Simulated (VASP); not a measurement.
AlNi, 2 atoms in the cell. Symmetry: Pm-3m, No. 221, cubic system. Conventional cell: a = 2.719 Å, b = 2.719 Å, c = 2.719 Å, α = 90.00°, β = 90.00°, γ = 90.00°. Within 3.1 Å of Al (site symmetry m-3m) lie 8 Ni at 2.35 Å and 6 Al at 2.72 Å. Ni (site symmetry m-3m) has 8 Al at 2.35 Å and 6 Ni at 2.72 Å within 3.1 Å.  This cell differs from its parent crystal: strain -0.050 along x and y, -0.050 along z.

| Property | Result |
| --- | --- |
| Program | VASP 6.6.1 |
| Task | single point |
| Functional | PBEsol |
| Potentials or basis | VASP PAW PBE potentials, release 64 (Al, Ni) |
| Cutoff | 600 eV |
| k mesh | 20 × 20 × 20 |
| Occupations | gaussian, width 0.15 eV |
| Spin | no spin polarisation |
| Dipole correction | no |
| Further INCAR settings | ALGO = Normal; EDIFF = 1e-06; NBANDS = 14 |

Potentials or basis: VASP PAW PBE potentials, release 64 (Al, Ni).

Launch:

```bash
$ cat potpaw_PBE.64/Al/POTCAR potpaw_PBE.64/Ni/POTCAR > POTCAR
$ mpirun -np 1 vasp_std > vasp.out
```

Hardware: 1 thread of Intel Xeon 8259CL (shared host).

Task: Estimate the wall time of this run.

Result: It took 92 s on 1 thread of Intel Xeon 8259CL, on a shared host, peak memory 0.22 GiB. Counts: scf iterations 13, k points 286.
